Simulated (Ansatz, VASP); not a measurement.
**HCN in VASP and in Ansatz**

```
C N H
1.0
     6.06361    0.00000    0.00000
     0.00000    6.44846    0.00000
     0.00000    0.00000   25.00165
C N H
1 1 1
Direct
  0.25875 0.14315 0.75503
  0.26019 0.96368 0.75517
  0.25733 0.31028 0.75489
```

Alike in both runs: task single point; functional PBE; k mesh 3 × 3 × 1; occupations gaussian, width 0.1 eV; no spin polarisation.

```csv
,VASP,Ansatz
version,VASP 6.6.1,Ansatz 0.2.0
potentials or method,"VASP PAW PBE potentials, release 64 (C, N, H), cutoff 520 eV","scalar-relativistic, plane waves, PAW"
valence electrons in the cell,10,10
```

Ansatz gave:

```
gap on the k mesh at the Fermi level (eV) : 7.80
rms of the force components (eV/Å)        : 0.012
```

Which values does VASP return?

gap on the k mesh at the Fermi level (eV): 7.82; rms of the force components (eV/Å): 0.206.

Atom by atom the forces differ by 0.213 eV/Å (rms over components). One of these differences is far larger than is usual between the two programs; its cause wasn't traced.

Noted on VASP's run: the standard files for N, O and F lose accuracy on very short bonds.
